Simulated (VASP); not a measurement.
# FeSi2 (P4/mmm) in VASP: a series of runs

Runs on FeSi2. Level: PBEsol. Tasks: single point.

All numbers are computed with VASP 6.6.1; they aren't measurements. Logs are shortened: lines on timing, memory, paths and dates and some standing lists are left out, and cuts for length are marked.

## (1) The cell of the first run

It takes space group P4/mmm (No. 123, tetragonal). The conventional cell has a = 2.646 Å, b = 2.646 Å, c = 5.069 Å, α = 90.00°, β = 90.00°, γ = 90.00°. Within 3.1 Å of Fe (site symmetry 4/mmm) lie 8 Si at 2.33 Å and 4 Fe at 2.65 Å. Si (site symmetry 4mm) has 6 Si at 2.30 to 2.77 Å and 4 Fe at 2.33 Å within 3.0 Å.

## (2) Single point, PBEsol (volume scaled by 0.97, then relaxed in part)

INCAR

```
SYSTEM = FeSi2
  ALGO = Normal
  EDIFF = 1E-7
  ENCUT = 520
  GGA = PS
  ISIF = 2
  ISMEAR = 0
  LASPH = .True.
  LCHARG = .True.
  LELF = .True.
  LREAL = .False.
  LVHAR = .True.
  LWAVE = .False.
  NBANDS = 15
  NELM = 100
  PREC = Accurate
  SIGMA = 0.1
```

KPOINTS

```
k-points
0
Gamma
  16 16 8
  0 0 0
```

POSCAR

```
FeSi2
1.0
    2.6455110317      0.0000000000      0.0000000000
    0.0000000000      2.6455110317      0.0000000000
    0.0000000000      0.0000000000      5.0690644838
Fe Si
1 2
Direct
    0.0000000000      0.0000000000      0.0000000000
    0.5000000000      0.5000000000      0.2728531388
    0.5000000000      0.5000000000      0.7271468612
```

Potentials or basis: VASP PAW PBE potentials, release 64 (Fe, Si).

The run is started by

```sh
$ cat potpaw_PBE.64/Fe/POTCAR potpaw_PBE.64/Si/POTCAR > POTCAR
$ mpirun -np 1 vasp_std > vasp.out
```

OUTCAR:

```text
SYSTEM = FeSi2
   EDIFF = 1E-7
   ENCUT = 520
   GGA = PS
   ISIF = 2
   ISMEAR = 0
   LASPH = .True.
   LREAL = .False.
   NELM = 100
   PREC = Accurate

 ion  position               nearest neighbor table
   1  0.000  0.000  0.000-   2 2.33   3 2.33   2 2.33   3 2.33   2 2.33   3 2.33   2 2.33   3 2.33

   2  0.500  0.500  0.273-   3 2.30   1 2.33   1 2.33   1 2.33   1 2.33   3 2.77
   3  0.500  0.500  0.727-   2 2.30   1 2.33   1 2.33   1 2.33   1 2.33   2 2.77

  LATTYP: Found a simple tetragonal cell.
 ALAT       =     2.6455110317
 C/A-ratio  =     1.9161003009

  Lattice vectors:

 A1 = (   2.6455110317,   0.0000000000,   0.0000000000)
 A2 = (   0.0000000000,   2.6455110317,   0.0000000000)
 A3 = (   0.0000000000,   0.0000000000,   5.0690644838)

Analysis of symmetry for initial positions (statically):
=====================================================================
 Subroutine PRICEL returns:
 Original cell was already a primitive cell.

 Routine SETGRP: Setting up the symmetry group for a
 simple tetragonal supercell.

 Subroutine GETGRP returns: Found 16 space group operations
 (whereof 16 operations were pure point group operations)
 out of a pool of 16 trial point group operations.

The static configuration has the point symmetry D_4h.

Analysis of symmetry for dynamics (positions and initial velocities):
=====================================================================
 Subroutine PRICEL returns:
 Original cell was already a primitive cell.

 Routine SETGRP: Setting up the symmetry group for a
 simple tetragonal supercell.

 Subroutine GETGRP returns: Found 16 space group operations
 (whereof 16 operations were pure point group operations)
 out of a pool of 16 trial point group operations.

The dynamic configuration has the point symmetry D_4h.

 Subroutine INISYM returns: Found 16 space group operations
 (whereof 16 operations are pure point group operations),
 and found     1 'primitive' translations

----------------------------------------------------------------------------------------

                                     Primitive cell

  volume of cell :      35.4770

  direct lattice vectors                    reciprocal lattice vectors
     2.645511032  0.000000000  0.000000000     0.377998802  0.000000000  0.000000000
     0.000000000  2.645511032  0.000000000     0.000000000  0.377998802  0.000000000
     0.000000000  0.000000000  5.069064484     0.000000000  0.000000000  0.197275060

  length of vectors
     2.645511032  2.645511032  5.069064484     0.377998802  0.377998802  0.197275060

  position of ions in fractional coordinates (direct lattice)
     0.000000000  0.000000000  0.000000000
     0.500000000  0.500000000  0.272853139
     0.500000000  0.500000000  0.727146861

  ion indices of the primitive-cell ions
   primitive index   ion index
                 1           1
                 2           2
                 3           3

----------------------------------------------------------------------------------------

 KPOINTS: k-points

Automatic generation of k-mesh.
 Grid dimensions read from file:
 generate k-points for:   16   16    8

 Generating k-lattice:

  Cartesian coordinates                     Fractional coordinates (reciprocal lattice)
     0.023624925  0.000000000  0.000000000     0.062500000  0.000000000  0.000000000
     0.000000000  0.023624925  0.000000000     0.000000000  0.062500000  0.000000000
     0.000000000  0.000000000  0.024659382     0.000000000  0.000000000  0.125000000

  Length of vectors
     0.023624925  0.023624925  0.024659382

  Shift w.r.t. Gamma in fractional coordinates (k-lattice)
     0.000000000  0.000000000  0.000000000

 Subroutine IBZKPT returns following result:
 ===========================================

 Found    225 irreducible k-points:

 Following reciprocal coordinates:
            Coordinates               Weight
  0.000000  0.000000  0.000000      1.000000
  0.062500  0.000000  0.000000      4.000000
  0.125000  0.000000  0.000000      4.000000
  0.187500  0.000000  0.000000      4.000000
  0.250000  0.000000  0.000000      4.000000
  0.312500  0.000000  0.000000      4.000000
[... 16 lines left out ...]
  0.437500  0.125000  0.000000      8.000000
  0.500000  0.125000  0.000000      4.000000
 [... further k-points ...]
   k-points           NKPTS =    225   k-points in BZ     NKDIM =    225   number of bands    NBANDS=     15
   number of dos      NEDOS =    301   number of ions     NIONS =      3
   total plane-waves  NPLWV =  16000
   dimension x,y,z NGX =    20 NGY =   20 NGZ =   40
   dimension x,y,z NGXF=    40 NGYF=   40 NGZF=   80
   ions per type =               1   2
   NGX,Y,Z   is equivalent  to a cutoff of  12.57, 12.57, 13.12 a.u.
   NGXF,Y,Z  is equivalent  to a cutoff of  25.14, 25.14, 26.24 a.u.
 SYSTEM =  FeSi2
   PREC   = accura    normal or accurate (medium, high low for compatibility)
   ISTART =      0    job   : 0-new  1-cont  2-samecut
   ICHARG =      2    charge: 1-file 2-atom 10-const
   ISPIN  =      1    spin polarized calculation?
   LNONCOLLINEAR =      F non collinear calculations
   LSORBIT =      F    spin-orbit coupling
   LASPH  =      T    aspherical Exc in radial PAW
   ENCUT  =  520.0 eV  38.22 Ry    6.18 a.u.   4.92  4.92  9.43*2*pi/ulx,y,z
   NELM   =    100;   NELMIN=  2; NELMDL= -5     # of ELM steps
   EDIFF  = 0.1E-06   stopping-criterion for ELM
   LREAL  =      F    real-space projection
   EDIFFG = 0.1E-05   stopping-criterion for IOM
   NSW    =      0    number of steps for IOM
   IBRION =     -1    ionic relax: 0-MD 1-quasi-New 2-CG
   NFREE  =      0    steps in history (QN), initial steepest desc. (CG)
   ISIF   =      2    stress and relaxation
   ISYM   =      2    0-nonsym 1-usesym 2-fastsym
   POTIM  = 0.5000    time-step for ionic-motion
   TEBEG  =    0.0;   TEEND  =   0.0 temperature during run
   PSTRESS=    0.0 pullay stress
   NELECT =      16.0000    total number of electrons
   NUPDOWN=      -1.0000    fix difference up-down
   EMIN   =  10.00;   EMAX   =-10.00  energy-range for DOS
   EFERMI =   0.00;   METHOD = LEGACY
   ISMEAR =     0;   SIGMA  =   0.10  broadening in eV -4-tet -1-fermi 0-gaus
   EFERMI_NEDOS =   21; number of points for ismear=-14 and -15
   IALGO  =     38    algorithm
   IMIX   =      4    mixing-type and parameters
     AMIX     =   0.40;   BMIX     =  1.00
     AMIX_MAG =   1.60;   BMIX_MAG =  1.00
  volume/ion in A,a.u.               =      11.83        79.80
  Fermi-wavevector in a.u.,A,eV,Ry     =   1.255449  2.372455 21.444862  1.576153
  Thomas-Fermi vector in A             =   2.389205
   LORBIT       =      0    0 simple, 1 ext, 2 COOP (PROOUT), +10 PAW based schemes
   GGA     = PS    functional components
   LHFCALC =     F    Hartree Fock is set to
   AEXX    =    0.0000 exact exchange contribution
   IVDW    =     0    specifies the selected vdW correction
   LEPSILON=     F    determine dielectric tensor
   LRPA    =     F    only Hartree local field effects (RPA)
 non-spin polarized calculation
 Gauss-broadening in eV      SIGMA  =   0.10
  energy-cutoff  :      520.00
  volume of cell :       35.48
 maximum number of plane-waves:       984
 NGX is ok and might be reduce to    20
   NGX =  9   NGY =  9   NGZ = 19

 number of electron      16.0000004 magnetization

 Free energy of the ion-electron system (eV)
  ---------------------------------------------------
  ext. energy  EPLUGINS =         0.00000000
  ---------------------------------------------------
  free energy    TOTEN  =       -21.92988402 eV

  energy without entropy =      -21.92505254  energy(sigma->0) =      -21.92746828

 E-fermi :  10.4504     XC(G=0): -12.2682

 val. band max:       10.4443425435   @ k =   0.5000   0.3750   0.0000
 cond. band min:      10.4610723705   @ k =   0.3750   0.1875   0.0000
 fundamental gap:      0.0167298269
 Fermi energy:        10.4503756204

 k-point     1 :       0.0000    0.0000    0.0000
  band No.  band energies     occupation
      1      -3.8285      2.00000
      2       1.0893      2.00000
      3       2.2008      2.00000
      4       6.6894      2.00000
      5       8.6663      2.00000
      6       8.8965      2.00000
      7       8.8965      2.00000
      8       9.8370      2.00000
      9      15.2734      0.00000
     10      15.2734      0.00000
     11      17.0887      0.00000
     12      17.6315      0.00000
     13      18.5689      0.00000
     14      18.6758      0.00000
     15      20.5001      0.00000

 k-point     2 :       0.0625    0.0000    0.0000
  band No.  band energies     occupation
      1      -3.7462      2.00000
      2       1.1461      2.00000
      3       2.2803      2.00000
      4       6.6910      2.00000
      5       8.6646      2.00000
      6       8.8208      2.00000
      7       8.9120      2.00000
      8       9.7612      2.00000
      9      14.3202      0.00000
     10      15.3875      0.00000
     11      17.1861      0.00000
     12      18.0136      0.00000
     13      18.0822      0.00000
     14      19.0348      0.00000
     15      20.5257      0.00000

 k-point     3 :       0.1250    0.0000    0.0000
  band No.  band energies     occupation
      1      -3.5005      2.00000
      2       1.3142      2.00000
      3       2.5162      2.00000
      4       6.6682      2.00000
      5       8.6057      2.00000
      6       8.6388      2.00000
      7       8.9563      2.00000
      8       9.5576      2.00000
      9      12.8144      0.00000
     10      15.7108      0.00000
     11      16.8000      0.00000
     12      17.4969      0.00000
     13      18.1901      0.00000
     14      19.3684      0.00000
     15      20.6016      0.00000
[... 343 lines left out ...]
 k-point    23 :       0.4375    0.1250    0.0000
  band No.  band energies     occupation
      1       0.1109      2.00000
      2       3.1310      2.00000
      3       3.4029      2.00000
      4       5.5132      2.00000
      5       6.4983      2.00000
      6       7.5831      2.00000
      7       8.4415      2.00000
      8       9.6041      2.00000
      9      10.5211      0.31743
     10      12.2705      0.00000
     11      13.1224      0.00000
     12      15.7348      0.00000
     13      18.9599      0.00000
     14      19.7299      0.00000
     15      21.5480      0.00000

 k-point    24 :       0.5000    0.1250    0.0000
  band No.  band energies     occupation
      1       0.6065      2.00000
      2       2.5454      2.00000
      3       3.5541      2.00000
      4       5.7936      2.00000
      5       6.3582      2.00000
      6       7.3867      2.00000
      7       8.4705      2.00000
      8       9.6418      2.00000
      9      10.5386      0.21226
     10      12.0877      0.00000
     11      12.8567      0.00000
     12      15.9376      0.00000
     13      19.0583      0.00000
     14      19.5139      0.00000
     15      21.5574      0.00000

 [... further k-points ...]
[... 5 lines left out ...]
  --------------------------------------------------------------------------------------
  -------------------------------------------------------------------------------------
  Total        1.5182806      1.5182806      1.5279299      0.0000000      0.0000000      0.0000000
  in kB       68.5670782     68.5670782     69.0028509      0.0000000      0.0000000      0.0000000
  external PRESSURE =      68.7123357 kB  Pullay stress =       0.0000000 kB

 VOLUME and BASIS-vectors are now :
 -----------------------------------------------------------------------------
  energy-cutoff  :      520.00
  volume of cell :       35.48
      direct lattice vectors                 reciprocal lattice vectors
     2.645511032  0.000000000  0.000000000     0.377998802  0.000000000  0.000000000
     0.000000000  2.645511032  0.000000000     0.000000000  0.377998802  0.000000000
     0.000000000  0.000000000  5.069064484     0.000000000  0.000000000  0.197275060

 POSITION                                       TOTAL-FORCE (eV/Angst)
 -----------------------------------------------------------------------------------
      0.00000      0.00000      0.00000         0.000000      0.000000      0.000000
      1.32276      1.32276      1.38311        -0.000000      0.000000      0.024637
      1.32276      1.32276      3.68595         0.000000     -0.000000     -0.024637
 -----------------------------------------------------------------------------------
    total drift:                                0.000000      0.000000      0.000000

  FREE ENERGIE OF THE ION-ELECTRON SYSTEM (eV)
  ---------------------------------------------------
  free  energy   TOTEN  =       -21.9298840154 eV

  energy  without entropy=      -21.9250525379  energy(sigma->0) =      -21.92746828
```

It used 64 s of CPU time on 1 thread of Intel Xeon 6975P-C, on a shared host.

What came out:

```
Free energy            : -21.9299 eV
Pressure               : 6.9 GPa
Largest force          : 0.025 eV/Å
Band gap on the k mesh : zero (band 8 reaches 10.68 eV, above the bottom of band 9 at 10.23 eV)
```

Forces in eV/Å, atoms in the order of the input:
```
Fe   0.000  0.000  0.000
Si   0.000  0.000  0.025
Si   0.000  0.000 -0.025
```

Levels at points of the mesh, in eV from the Fermi level:
```tsv
k point	band 5	band 6	band 7	band 8	band 9	band 10	band 11	band 12
(0.00, 0.00, 0.00)	-1.78	-1.55	-1.55	-0.61	4.82	4.82	6.64	7.18
(0.50, 0.00, 0.00)	-3.95	-3.36	-2.12	-1.13	0.10	1.61	2.33	8.00
(0.50, 0.50, 0.00)	-4.55	-3.27	-2.40	0.23	0.83	2.65	2.94	2.94
(0.00, 0.00, 0.50)	-2.50	-1.60	-1.60	-0.61	2.62	6.05	6.05	6.35
(0.50, 0.00, 0.50)	-3.33	-2.58	-2.12	-1.14	0.68	2.48	4.84	5.09
(0.50, 0.50, 0.50)	-3.32	-3.32	-1.91	0.23	0.30	0.30	1.00	3.19
```

Caveat: the PAW data sets were made with another functional, which shifts forces and pressure a little.

## (3) Single point, PBEsol (volume scaled by 1.03, then relaxed in part)

INCAR

```
ALGO = Normal ; EDIFF = 1E-7
ENCUT = 520 ; GGA = PS
ISIF = 2 ; ISMEAR = 0
LASPH = True ; LCHARG = True
LELF = True ; LREAL = False
LVHAR = True ; LWAVE = False
NBANDS = 15 ; NELM = 100
PREC = Accurate ; SIGMA = 0.1
```

KPOINTS

```
k-points
0
Gamma
  16 16 8
```

POSCAR

```
FeSi2
1.0
    2.7065339713      0.0000000000      0.0000000000
    0.0000000000      2.7065339713      0.0000000000
    0.0000000000      0.0000000000      5.1426325579
Fe Si
1 2
Direct
    0.0000000000      0.0000000000      0.0000000000
    0.5000000000      0.5000000000      0.2709852094
    0.5000000000      0.5000000000      0.7290147906
```

Potentials or basis: VASP PAW PBE potentials, release 64 (Fe, Si).

The run is started by

```sh
$ cat potpaw_PBE.64/Fe/POTCAR potpaw_PBE.64/Si/POTCAR > POTCAR
$ mpirun -np 1 vasp_std > vasp.out
```

Run time: 91 s. Hardware: 1 thread of Intel Xeon 6975P-C, shared host; peak memory 0.25 GiB.

The run converged. Its results:

- Free energy: -21.9378 eV
- Pressure: -5.0 GPa
- Largest force: 0.014 eV/Å
- Band gap on the k mesh: zero (band 8 reaches 9.80 eV, above the bottom of band 9 at 9.49 eV)

Forces in eV/Å, atoms in the order of the input:
```
Fe   0.000  0.000  0.000
Si   0.000  0.000  0.014
Si   0.000  0.000 -0.014
```

Stress tensor (GPa, compression positive):
```
-5.05  0.00  0.00
 0.00 -5.05  0.00
 0.00  0.00 -4.97
```

Levels at points of the mesh, in eV from the Fermi level:
```csv
k point,band 4,band 5,band 6,band 7,band 8,band 9,band 10,band 11,band 12,band 13
"(0.00, 0.00, 0.00)",-3.50,-1.59,-1.48,-1.48,-0.64,4.42,4.42,6.51,7.11,7.94
"(0.50, 0.00, 0.00)",-4.42,-3.72,-3.09,-2.05,-1.07,0.11,1.39,2.27,7.92,8.33
"(0.50, 0.50, 0.00)",-4.40,-4.40,-3.27,-2.18,0.13,0.29,2.55,2.99,2.99,3.42
"(0.00, 0.00, 0.50)",-3.48,-2.28,-1.53,-1.53,-0.64,2.46,5.55,5.55,6.37,6.55
"(0.50, 0.00, 0.50)",-6.13,-3.09,-2.36,-2.04,-1.08,0.55,2.34,4.75,4.96,7.80
"(0.50, 0.50, 0.50)",-4.60,-3.27,-3.27,-1.73,0.13,0.41,0.41,1.22,2.67,3.82
```

Caveat: the PAW data sets were made with another functional, which shifts forces and pressure a little. Spin polarisation is off, so any magnetic state and its effect on volume and gap are missing.
